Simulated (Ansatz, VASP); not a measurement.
## Y in VASP and in Ansatz

```xyz
1
Lattice="-1.7912 1.7912 1.7912 1.7912 -1.7912 1.7912 1.7912 1.7912 -1.7912" Properties=species:S:1:pos:R:3 pbc="T T T"
Y     0.0000    0.0000    0.0000
```

Alike in both runs: task single point; functional PBEsol; k mesh 8 × 8 × 8; occupations gaussian, width 0.1 eV; no spin polarisation.

|  | VASP | Ansatz |
| --- | --- | --- |
| version | VASP 6.6.1 | Ansatz 0.2.0 |
| potentials or method | VASP PAW PBE potentials, release 64 (Y_sv), cutoff 500 eV | scalar-relativistic, plane waves, PAW |
| valence electrons in the cell | 11 | 11 |

```tsv
	VASP	Ansatz	Ansatz less VASP
gap on the k mesh at the Fermi level (eV)	none	none	-
pressure (GPa)	19.2	19.6	+0.39
```

VASP's potentials were made for PBE, not for PBEsol. A gap of «none» marks a metal or a gap that the smearing closes. The functional is the same, so the differences come from potentials, cutoffs and numerics.
